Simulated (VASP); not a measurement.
Wanted: the native input for a VASP 6.6.1 run.

```yaml
Task: relaxation of cell and atoms
Functional: PBEsol
Potentials_or_basis: VASP PAW PBE potentials, release 64 (Al)
Cutoff: 600 eV
k_mesh: 6 × 6 × 6
Occupations: gaussian, width 0.1 eV
Spin: no spin polarisation
Dipole_correction: no
Further_INCAR_settings: ALGO = Fast; EDIFF = 1e-07; IBRION = 2; EDIFFG = -0.04; NSW = 90; ISIF = 3
```

The structure of Al lies in POSCAR:

```
Al
1.0
    4.7643285882      0.0000000000      0.0000000000
   -2.3821642941      4.1260295894      0.0000000000
    0.0000000000      0.0000000000      2.9207405693
Al
3
Direct
    0.0000000000      0.0000000000      0.0000000000
    0.3333333333      0.6666666667      0.5000000000
    0.6666666667      0.3333333333      0.5000000000
```

This isn't the form of Al at room conditions, which is fcc.

The input as run:

INCAR

```
ALGO = Fast
EDIFF = 1E-7
EDIFFG = -0.04
ENCUT = 600
GGA = PS
IBRION = 2
ISIF = 3
ISMEAR = 0
LASPH = T
LCHARG = F
LREAL = F
LWAVE = F
NELM = 80
NSW = 90
PREC = Accurate
SIGMA = 0.1
```

KPOINTS

```
k-points
0
Gamma
  6 6 6
```

Potentials or basis: VASP PAW PBE potentials, release 64 (Al).

The run is started by

```console
$ cat potpaw_PBE.64/Al/POTCAR > POTCAR
$ mpirun -np 1 vasp_std > vasp.out
```

Results of the run:

| Quantity | Value |
| --- | --- |
| Relaxed volume | 16.83 Å³/atom |
| Relaxed cell | a = 4.566 Å, b = 4.566 Å, c = 2.796 Å, α = 90.00°, β = 90.00°, γ = 120.00° |
| Space group after relaxing (to 0.1 Å) | P6/mmm (No. 191) |
| Energy gained by relaxing | 60.5 meV/atom |
| Ionic steps | 2 |
| Pressure after relaxing | -0.1 GPa |
| Band gap on the k mesh | zero (an odd number of electrons rules out a gap without spin polarisation) |

Caveat: the PAW data sets were made with another functional, which shifts forces and pressure a little.

Wall time 56 s on 1 thread of Intel Xeon 8259CL, on a shared host, peak memory 0.18 GiB.
